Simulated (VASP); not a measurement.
GeCN2:

```xyz
4
Lattice="1.8290 1.0560 5.0185 -1.8290 1.0560 5.0185 0.0000 -2.1119 5.0185" Properties=species:S:1:pos:R:3 pbc="T T T"
Ge    0.0000    0.0000    0.0000
N     0.0000    0.0000    8.7910
N     0.0000    0.0000    6.2645
C     0.0000    0.0000    7.5277
```

Base run:

| Item | Value |
| --- | --- |
| Program | VASP 6.6.1 |
| Functional | r2SCAN |
| Potentials or basis | VASP PAW PBE potentials, release 64 (Ge_d, N, C) |
| Cutoff | 520 eV |
| k mesh | 9 × 9 × 9 |
| Occupations | fermi-dirac, width 0.05 eV |
| Spin | no spin polarisation |

Its results: band gap on the k mesh 1.34 eV (least direct gap 2.32 eV); pressure -9.7 GPa; largest force 1.847 eV/Å.

Task: The run is repeated on the same cell with these changes: functional from r2SCAN to PBE; further incar settings from ALGO = Normal; EDIFF = 1e-06; NBANDS = 22 to ALGO = Normal; EDIFF = 1e-07; NBANDS = 22. What comes out?

Result: Band gap on the k mesh 1.23 eV (least direct gap 2.13 eV); pressure -6.7 GPa; largest force 1.470 eV/Å.

Caveats: the cell stands under tension; an odd mesh through Γ misses points on the zone boundary, where band edges can lie; the PAW data sets were made with another functional, which shifts forces and pressure a little (at least some runs); forces of over 1 eV/Å act on the atoms, so gaps and moduli don't describe the material at rest (at least some runs).
